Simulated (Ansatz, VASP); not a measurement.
**K2H in VASP and in Ansatz**

INCAR

```
ALGO = Normal ; EDIFF = 1E-7
EDIFFG = -0.01 ; ENCUT = 600
GGA = PE ; IBRION = 2
ISIF = 3 ; ISMEAR = 0
LASPH = T ; LCHARG = F
LREAL = F ; LWAVE = F
NELM = 100 ; NSW = 100
PREC = Accurate ; SIGMA = 0.1
```

Contents of KPOINTS:

```
k-points
0
Gamma
  6 6 6
```

Contents of POSCAR:

```
K2H
1.0
    0.0000000000      5.3391787766      5.3391787766
    5.3391787766      0.0000000000      5.3391787766
    5.3391787766      5.3391787766      0.0000000000
K H
4 2
Direct
    0.1250000000      0.1250000000      0.1250000000
    0.6250000000      0.1250000000      0.1250000000
    0.1250000000      0.1250000000      0.6250000000
    0.1250000000      0.6250000000      0.1250000000
    0.5000000000      0.5000000000      0.5000000000
    0.7500000000      0.7500000000      0.7500000000
```

Input for Ansatz:

```yaml
crystal:
  lattice:
    - [0.0, 5.3391787766, 5.3391787766]
    - [5.3391787766, 0.0, 5.3391787766]
    - [5.3391787766, 5.3391787766, 0.0]
  atoms:
    - { symbol: K, position: [0.125, 0.125, 0.125] }
    - { symbol: K, position: [0.625, 0.125, 0.125] }
    - { symbol: K, position: [0.125, 0.125, 0.625] }
    - { symbol: K, position: [0.125, 0.625, 0.125] }
    - { symbol: H, position: [0.5, 0.5, 0.5] }
    - { symbol: H, position: [0.75, 0.75, 0.75] }
basis:
  ecutwfc: 420
kpoints:
  mp_grid: { grid: [6, 6, 6] }
hamiltonian:
  xc: pbe
scf:
  occupations: { method: gaussian, width: 0.1 }
output:
  forces: true
  stress: true
  eigenvalues: true
relax:
  adjacent_minimum: "off"
  f_tol: 0.01
  max_steps: 80
  cell: { stress_tol: 0.05 }
```

Change from the starting cell: species swapped into the Ti2Co type (Fd-3m, No. 227).

Alike in both runs: task relaxation of cell and atoms; functional PBE; k mesh 6 × 6 × 6; occupations gaussian, width 0.1 eV; no spin polarisation.

|  | VASP | Ansatz |
| --- | --- | --- |
| version | VASP 6.6.1 | Ansatz 0.2.0 |
| potentials or method | VASP PAW PBE potentials, release 64 (K_sv, H), cutoff 600 eV | scalar-relativistic, plane waves, PAW |
| valence electrons in the cell | 38 | 38 |

```tsv
	VASP	Ansatz	Ansatz less VASP
gap on the k mesh at the Fermi level, each at its own relaxed structure (eV)	none	none	-
relaxed volume (Å³/atom)	50.81	50.73	-0.075
relaxed length of the cell vector where the two differ most in proportion (Å)	7.554	7.551	-0.0037
```

A gap of «none» marks a metal or a gap that the smearing closes.
